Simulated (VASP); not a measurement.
# ZnO (P4_2/mmc) in VASP: a series of runs

ZnO is run at these levels: PBE; tasks: relaxation of cell and atoms, single point.

Everything below comes from runs of VASP 6.6.1. Logs are shortened: lines on timing, memory, paths and dates and some standing lists are left out, and cuts for length are marked.

**1. The cell of the first run**

It takes space group P4_2/mmc (No. 131, tetragonal). Conventional cell: a = 3.033 Å, b = 3.033 Å, c = 5.400 Å, α = 90.00°, β = 90.00°, γ = 90.00°. Within 2.7 Å of Zn (site symmetry mmm) lie 4 O at 2.03 Å. Within 2.7 Å of O (site symmetry -4m2) lie 4 Zn at 2.03 Å and 2 O at 2.70 Å.

**2. Relaxation of cell and atoms, PBE (atoms taken out)**

Contents of INCAR:

```
PREC     = Accurate       # precision mode
ENCUT    = 600            # plane-wave cutoff, eV
EDIFF    = 1E-6           # SCF threshold, eV
ISMEAR   = 0              # smearing method
SIGMA    = 0.1            # smearing width, eV
LREAL    = False          # projectors in reciprocal space
LASPH    = True           # aspherical terms in the spheres
NELM     = 100            # most SCF steps
ALGO     = Normal         # electronic algorithm
ISIF     = 3              # what is computed and relaxed
LWAVE    = False          # write WAVECAR
LCHARG   = False          # write CHGCAR
GGA      = PE             # functional
IBRION   = 2              # ionic algorithm
NSW      = 90             # ionic steps
EDIFFG   = -0.04          # ionic threshold
```

Contents of KPOINTS:

```
regular mesh
0
Gamma
  6 6 4
```

Contents of POSCAR:

```
ZnO
1.0
    3.0334914149      0.0000000000      0.0000000000
    0.0000000000      3.0334914149      0.0000000000
    0.0000000000      0.0000000000      5.3995402499
Zn O
2 2
Direct
    0.0000000000      0.5000000000      0.0000000000
    0.5000000000      0.0000000000      0.5000000000
    0.5000000000      0.5000000000      0.2500000000
    0.5000000000      0.5000000000      0.7500000000
```

Potentials or basis: VASP PAW PBE potentials, release 64 (Zn, O).

The run is started by

```
> cat potpaw_PBE.64/Zn/POTCAR potpaw_PBE.64/O/POTCAR > POTCAR
> mpirun -np 1 vasp_std > vasp.out
```

OUTCAR:

```text
PREC = Accurate
   ENCUT = 600
   EDIFF = 1E-6
   ISMEAR = 0
   LREAL = False
   LASPH = True
   NELM = 100
   ISIF = 3
   GGA = PE
   IBRION = 2
   NSW = 90
   EDIFFG = -0.04

 ion  position               nearest neighbor table
   1  0.000  0.500  0.000-   3 2.03   4 2.03   3 2.03   4 2.03
   2  0.500  0.000  0.500-   3 2.03   4 2.03   3 2.03   4 2.03
   3  0.500  0.500  0.250-   1 2.03   2 2.03   2 2.03   1 2.03
   4  0.500  0.500  0.750-   1 2.03   2 2.03   2 2.03   1 2.03

  LATTYP: Found a simple tetragonal cell.
 ALAT       =     3.0334914149
 C/A-ratio  =     1.7799754512

  Lattice vectors:

 A1 = (   3.0334914149,   0.0000000000,   0.0000000000)
 A2 = (   0.0000000000,   3.0334914149,   0.0000000000)
 A3 = (   0.0000000000,   0.0000000000,   5.3995402499)

Analysis of symmetry for initial positions (statically):
=====================================================================
 Subroutine PRICEL returns:
 Original cell was already a primitive cell.

 Routine SETGRP: Setting up the symmetry group for a
 simple tetragonal supercell.

 Subroutine GETGRP returns: Found 16 space group operations
 (whereof  8 operations were pure point group operations)
 out of a pool of 16 trial point group operations.

The static configuration has the point symmetry D_2h.
 The point group associated with its full space group is D_4h.

Analysis of symmetry for dynamics (positions and initial velocities):
=====================================================================
 Subroutine PRICEL returns:
 Original cell was already a primitive cell.

 Routine SETGRP: Setting up the symmetry group for a
 simple tetragonal supercell.

 Subroutine GETGRP returns: Found 16 space group operations
 (whereof  8 operations were pure point group operations)
 out of a pool of 16 trial point group operations.

The dynamic configuration has the point symmetry D_2h.
 The point group associated with its full space group is D_4h.

 Subroutine INISYM returns: Found 16 space group operations
 (whereof  8 operations are pure point group operations),
 and found     1 'primitive' translations

----------------------------------------------------------------------------------------

                                     Primitive cell

  volume of cell :      49.6869

  direct lattice vectors                    reciprocal lattice vectors
     3.033491415  0.000000000  0.000000000     0.329653150  0.000000000  0.000000000
     0.000000000  3.033491415  0.000000000     0.000000000  0.329653150  0.000000000
     0.000000000  0.000000000  5.399540250     0.000000000  0.000000000  0.185200953

  length of vectors
     3.033491415  3.033491415  5.399540250     0.329653150  0.329653150  0.185200953

  position of ions in fractional coordinates (direct lattice)
     0.000000000  0.500000000  0.000000000
     0.500000000  0.000000000  0.500000000
     0.500000000  0.500000000  0.250000000
     0.500000000  0.500000000  0.750000000

  ion indices of the primitive-cell ions
   primitive index   ion index
                 1           1
                 2           2
                 3           3
                 4           4

----------------------------------------------------------------------------------------

 KPOINTS: regular mesh

Automatic generation of k-mesh.
 Grid dimensions read from file:
 generate k-points for:    6    6    4

 Generating k-lattice:

  Cartesian coordinates                     Fractional coordinates (reciprocal lattice)
     0.054942192  0.000000000  0.000000000     0.166666667  0.000000000  0.000000000
     0.000000000  0.054942192  0.000000000     0.000000000  0.166666667  0.000000000
     0.000000000  0.000000000  0.046300238     0.000000000  0.000000000  0.250000000

  Length of vectors
     0.054942192  0.054942192  0.046300238

  Shift w.r.t. Gamma in fractional coordinates (k-lattice)
     0.000000000  0.000000000  0.000000000

 Subroutine IBZKPT returns following result:
 ===========================================

 Found     30 irreducible k-points:

 Following reciprocal coordinates:
            Coordinates               Weight
  0.000000  0.000000  0.000000      1.000000
  0.166667  0.000000  0.000000      4.000000
  0.333333  0.000000  0.000000      4.000000
  0.500000  0.000000  0.000000      2.000000
  0.166667  0.166667  0.000000      4.000000
  0.333333  0.166667  0.000000      8.000000
[... 16 lines left out ...]
  0.333333  0.000000  0.500000      4.000000
  0.500000  0.000000  0.500000      2.000000
 [... further k-points ...]
   k-points           NKPTS =     30   k-points in BZ     NKDIM =     30   number of bands    NBANDS=     22
   number of dos      NEDOS =    301   number of ions     NIONS =      4
   total plane-waves  NPLWV =  27648
   dimension x,y,z NGX =    24 NGY =   24 NGZ =   48
   dimension x,y,z NGXF=    48 NGYF=   48 NGZF=   96
   ions per type =               2   2
   NGX,Y,Z   is equivalent  to a cutoff of  13.15, 13.15, 14.78 a.u.
   NGXF,Y,Z  is equivalent  to a cutoff of  26.31, 26.31, 29.56 a.u.
 SYSTEM =  unknown system
   PREC   = accura    normal or accurate (medium, high low for compatibility)
   ISTART =      0    job   : 0-new  1-cont  2-samecut
   ICHARG =      2    charge: 1-file 2-atom 10-const
   ISPIN  =      1    spin polarized calculation?
   LNONCOLLINEAR =      F non collinear calculations
   LSORBIT =      F    spin-orbit coupling
   LASPH  =      T    aspherical Exc in radial PAW
   ENCUT  =  600.0 eV  44.10 Ry    6.64 a.u.   6.06  6.06 10.78*2*pi/ulx,y,z
   NELM   =    100;   NELMIN=  2; NELMDL= -5     # of ELM steps
   EDIFF  = 0.1E-05   stopping-criterion for ELM
   LREAL  =      F    real-space projection
   EDIFFG = -.4E-01   stopping-criterion for IOM
   NSW    =     90    number of steps for IOM
   IBRION =      2    ionic relax: 0-MD 1-quasi-New 2-CG
   NFREE  =      1    steps in history (QN), initial steepest desc. (CG)
   ISIF   =      3    stress and relaxation
   ISYM   =      2    0-nonsym 1-usesym 2-fastsym
   POTIM  = 0.5000    time-step for ionic-motion
   TEBEG  =    0.0;   TEEND  =   0.0 temperature during run
   PSTRESS=    0.0 pullay stress
   NELECT =      36.0000    total number of electrons
   NUPDOWN=      -1.0000    fix difference up-down
   EMIN   =  10.00;   EMAX   =-10.00  energy-range for DOS
   EFERMI =   0.00;   METHOD = LEGACY
   ISMEAR =     0;   SIGMA  =   0.10  broadening in eV -4-tet -1-fermi 0-gaus
   EFERMI_NEDOS =   21; number of points for ismear=-14 and -15
   IALGO  =     38    algorithm
   IMIX   =      4    mixing-type and parameters
     AMIX     =   0.40;   BMIX     =  1.00
     AMIX_MAG =   1.60;   BMIX_MAG =  1.00
  volume/ion in A,a.u.               =      12.42        83.83
  Fermi-wavevector in a.u.,A,eV,Ry     =   1.470375  2.778607 29.415847  2.162004
  Thomas-Fermi vector in A             =   2.585640
   LORBIT       =      0    0 simple, 1 ext, 2 COOP (PROOUT), +10 PAW based schemes
   GGA     = PE    functional components
   LHFCALC =     F    Hartree Fock is set to
   AEXX    =    0.0000 exact exchange contribution
   IVDW    =     0    specifies the selected vdW correction
   LEPSILON=     F    determine dielectric tensor
   LRPA    =     F    only Hartree local field effects (RPA)
 conjugate gradient relaxation of ions
 non-spin polarized calculation
 Gauss-broadening in eV      SIGMA  =   0.10
  energy-cutoff  :      600.00
  volume of cell :       49.69
 maximum number of plane-waves:      1680
   NGX = 13   NGY = 13   NGZ = 21

--------------------------------------- Ionic step        1  -------------------------------------------

 number of electron      36.0000015 magnetization

 Free energy of the ion-electron system (eV)
  ---------------------------------------------------
  ext. energy  EPLUGINS =         0.00000000
  ---------------------------------------------------
  free energy    TOTEN  =       -16.59443066 eV

  energy without entropy =      -16.59351143  energy(sigma->0) =      -16.59397105

------------------------ aborting loop because EDIFF is reached ----------------------------------------

  FORCE on cell =-STRESS in cart. coord.  units (eV):
  Direction    XX          YY          ZZ          XY          YZ          ZX
  --------------------------------------------------------------------------------------
  -------------------------------------------------------------------------------------
  Total        0.0871598      0.0871598      0.3676465      0.0000000      0.0000000      0.0000000
  in kB        2.8105051      2.8105051     11.8549217      0.0000000      0.0000000      0.0000000
  external PRESSURE =       5.8253106 kB  Pullay stress =       0.0000000 kB

 VOLUME and BASIS-vectors are now :
 -----------------------------------------------------------------------------
  energy-cutoff  :      600.00
  volume of cell :       49.69
      direct lattice vectors                 reciprocal lattice vectors
     3.033491415  0.000000000  0.000000000     0.329653150  0.000000000  0.000000000
     0.000000000  3.033491415  0.000000000     0.000000000  0.329653150  0.000000000
     0.000000000  0.000000000  5.399540250     0.000000000  0.000000000  0.185200953

 POSITION                                       TOTAL-FORCE (eV/Angst)
 -----------------------------------------------------------------------------------
      0.00000      1.51675      0.00000         0.000000      0.000000     -0.000000
      1.51675      0.00000      2.69977         0.000000      0.000000     -0.000000
      1.51675      1.51675      1.34989         0.000000      0.000000     -0.000000
      1.51675      1.51675      4.04966        -0.000000     -0.000000      0.000000
 -----------------------------------------------------------------------------------
    total drift:                                0.000000      0.000000     -0.000000

  FREE ENERGIE OF THE ION-ELECTRON SYSTEM (eV)
  ---------------------------------------------------
  free  energy   TOTEN  =       -16.5944306636 eV

  energy  without entropy=      -16.5935114277  energy(sigma->0) =      -16.59397105

--------------------------------------- Ionic step        2  -------------------------------------------

 number of electron      36.0000010 magnetization

 Free energy of the ion-electron system (eV)
  ---------------------------------------------------
  ext. energy  EPLUGINS =         0.00000000
  ---------------------------------------------------
  free energy    TOTEN  =       -16.59482120 eV

  energy without entropy =      -16.59389853  energy(sigma->0) =      -16.59435987

 E-fermi :   1.8416     XC(G=0): -10.7267

 val. band max:        1.7409177670   @ k =   0.5000   0.3333   0.0000
 cond. band min:       1.8764415031   @ k =   0.5000   0.5000   0.0000
 fundamental gap:      0.1355237361
 Fermi energy:         1.8415871710

 k-point     1 :       0.0000    0.0000    0.0000
  band No.  band energies     occupation
      1     -16.7808      2.00000
      2     -15.6817      2.00000
      3      -6.0343      2.00000
      4      -4.6539      2.00000
      5      -4.6539      2.00000
      6      -4.5523      2.00000
[... 14 lines left out ...]
     21       7.1502      0.00000
     22      13.4806      0.00000
[... 552 lines left out ...]
  band No.  band energies     occupation
      1     -16.0290      2.00000
      2     -15.7633      2.00000
      3      -5.1727      2.00000
      4      -5.1711      2.00000
      5      -4.6486      2.00000
      6      -4.4379      2.00000
[... 14 lines left out ...]
     21       8.1100      0.00000
     22       9.1029      0.00000

 [... further k-points ...]

------------------------ aborting loop because EDIFF is reached ----------------------------------------

  FORCE on cell =-STRESS in cart. coord.  units (eV):
  Direction    XX          YY          ZZ          XY          YZ          ZX
  --------------------------------------------------------------------------------------
  -------------------------------------------------------------------------------------
  Total       -0.0933179     -0.0933179     -0.1345753      0.0000000      0.0000000      0.0000000
  in kB       -2.9895047     -2.9895047     -4.3112148      0.0000000      0.0000000      0.0000000
  external PRESSURE =      -3.4300747 kB  Pullay stress =       0.0000000 kB

 VOLUME and BASIS-vectors are now :
 -----------------------------------------------------------------------------
  energy-cutoff  :      600.00
  volume of cell :       50.01
      direct lattice vectors                 reciprocal lattice vectors
     3.036680235 -0.000000000  0.000000000     0.329306981 -0.000000000  0.000000000
     0.000000000  3.036680235  0.000000000     0.000000000  0.329306981  0.000000000
     0.000000000  0.000000000  5.423482139     0.000000000  0.000000000  0.184383386

 POSITION                                       TOTAL-FORCE (eV/Angst)
 -----------------------------------------------------------------------------------
      0.00000      1.51834      5.42348         0.000000      0.000000      0.000000
      1.51834     -0.00000      2.71174        -0.000000      0.000000      0.000000
      1.51834      1.51834      1.35587        -0.000000      0.000000     -0.000000
      1.51834      1.51834      4.06761        -0.000000      0.000000      0.000000
 -----------------------------------------------------------------------------------
    total drift:                                0.000000      0.000000     -0.000000

  FREE ENERGIE OF THE ION-ELECTRON SYSTEM (eV)
  ---------------------------------------------------
  free  energy   TOTEN  =       -16.5948212013 eV

  energy  without entropy=      -16.5938985290  energy(sigma->0) =      -16.59435987

 reached required accuracy - stopping structural energy minimisation
```

Wall time 83 s (1 thread of Intel Xeon 8259CL, shared host); peak memory 0.19 GiB.

Results:

```yaml
Free_energy: -16.5948 eV
Relaxed_volume: 12.50 Å³/atom
Relaxed_cell: a = 3.037 Å, b = 3.037 Å, c = 5.423 Å, α = 90.00°, β = 90.00°, γ = 90.00°
Space_group_after_relaxing_to_0.1_Å: P4_2/mmc (No. 131)
Energy_gained_by_relaxing: 0.1 meV/atom
Ionic_steps: 2
Pressure_after_relaxing: -0.3 GPa
Band_gap_on_the_k_mesh: zero (bands 18 and 19 overlap by 0.54 eV)
```

The path:
```csv
step,energy change (eV),largest force (eV/Å),pressure (GPa),volume (Å³)
1,0.0000,0.0000,0.58,49.69
2,-0.0004,0.0000,-0.34,50.01
```

Final structure:
```cif
data_structure
_symmetry_space_group_name_H-M 'P 1'
_symmetry_Int_Tables_number 1
_cell_length_a 3.0367
_cell_length_b 3.0367
_cell_length_c 5.4235
_cell_angle_alpha 90.000
_cell_angle_beta 90.000
_cell_angle_gamma 90.000
_cell_volume 50.01
loop_
_atom_site_label
_atom_site_type_symbol
_atom_site_fract_x
_atom_site_fract_y
_atom_site_fract_z
_atom_site_occupancy
Zn1 Zn 0.00000 0.50000 0.00000 1
Zn2 Zn 0.50000 0.00000 0.50000 1
O1 O 0.50000 0.50000 0.25000 1
O2 O 0.50000 0.50000 0.75000 1
```

Levels at points of the mesh, in eV from the Fermi level:
```tsv
k point	band 15	band 16	band 17	band 18	band 19	band 20	band 21	band 22
(0.00, 0.00, 0.00)	-2.65	-1.90	-0.59	-0.51	-0.51	5.09	5.31	11.64
(0.50, 0.00, 0.00)	-3.62	-2.02	-0.75	-0.52	2.10	4.52	4.52	9.80
(0.50, 0.50, 0.00)	-3.65	-3.62	-3.62	0.03	1.26	5.28	7.05	7.05
(0.00, 0.00, 0.50)	-2.12	-2.12	-1.00	-1.00	1.96	1.96	9.59	9.59
(0.50, 0.00, 0.50)	-3.80	-2.20	-2.09	-0.53	3.33	4.09	6.27	7.26
(0.50, 0.50, 0.50)	-3.43	-3.43	-2.12	-2.12	2.69	2.69	7.59	7.59
```

Caveat: the cell differs from its parent crystal (atoms taken out); semilocal functionals underestimate gaps, and a narrow one can read as zero.

**3. Single point, PBE, collinear spin, ferromagnetic start (atoms taken out)**

Contents of INCAR:

```
SYSTEM = ZnO
PREC = Accurate
ENCUT = 520
EDIFF = 1E-7
ISMEAR = 0
SIGMA = 0.1
LREAL = .False.
LASPH = .True.
NELM = 150
ALGO = Normal
ISIF = 2
LWAVE = .False.
LCHARG = .False.
ISPIN = 2
MAGMOM = 0 0 1 1
LORBIT = 11
GGA = PE
NBANDS = 30
```

Contents of KPOINTS:

```
Automatic mesh
0
Gamma
  4 4 4
  0 0 0
```

Contents of POSCAR:

```
ZnO
1.0
    3.8730307900      0.0000000000      0.0000000000
    0.0000000000      3.8730307900      0.0000000000
    0.0000000000      0.0000000000      5.4772926700
Zn O
2 2
Direct
    0.0000000000      0.5000000000      0.0000000000
    0.5000000000      0.0000000000      0.5000000000
    0.5000000000      0.5000000000      0.2500000000
    0.5000000000      0.5000000000      0.7500000000
```

Potentials or basis: VASP PAW PBE potentials, release 64 (Zn, O).

The run is started by

```
> cat potpaw_PBE.64/Zn/POTCAR potpaw_PBE.64/O/POTCAR > POTCAR
> mpirun -np 1 vasp_std > vasp.out
```

Wall time 3.1 min (1 thread of Intel Xeon 8259CL, shared host); peak memory 0.25 GiB.

It converged, with:

```yaml
Free_energy: -13.2954 eV
Pressure: -17.5 GPa
Net_moment: -0.22 μB per cell
Site_moments: Zn +0.01; O -0.12 μB
Valence_electrons_inside_the_program's_atomic_spheres: Zn 10.40; O 4.78
```

Stress tensor (GPa, compression positive):
```
-20.94   0.00   0.00
  0.00 -20.94   0.00
  0.00   0.00 -10.56
```

Levels at points of the mesh, in eV from the Fermi level:
Spin up:
```tsv
k point	band 16	band 17	band 18	band 19	band 20	band 21
(0.00, 0.00, 0.00)	-1.81	-0.92	-0.92	-0.09	2.74	3.85
(0.50, 0.00, 0.00)	-2.04	-0.91	0.07	1.15	2.21	3.12
(0.50, 0.50, 0.00)	-2.07	-2.07	0.22	1.33	3.40	3.40
(0.00, 0.00, 0.50)	-1.93	-1.32	-1.32	0.61	0.61	6.36
(0.50, 0.00, 0.50)	-1.88	-1.85	-1.11	2.13	2.35	3.05
(0.50, 0.50, 0.50)	-2.39	-1.60	-1.60	2.64	2.64	3.52
```
Spin down:
```csv
k point,band 16,band 17,band 18,band 19,band 20,band 21
"(0.00, 0.00, 0.00)",-1.81,-1.01,-1.01,-0.53,2.60,3.85
"(0.50, 0.00, 0.00)",-2.12,-1.00,-0.38,1.12,2.18,3.14
"(0.50, 0.50, 0.00)",-2.15,-2.15,-0.23,1.36,3.38,3.38
"(0.00, 0.00, 0.50)",-2.01,-1.40,-1.40,0.43,0.43,6.36
"(0.50, 0.00, 0.50)",-2.21,-1.96,-1.19,2.00,2.31,3.05
"(0.50, 0.50, 0.50)",-2.45,-1.96,-1.96,2.67,2.67,3.49
```

Caveat: the k points lie up to 0.41 Å⁻¹ apart; the cell differs from its parent crystal (atoms taken out); a moment this small can come from the mesh or the smearing.

The gap in the log of VASP goes by the Fermi energy; the results here count the filled bands.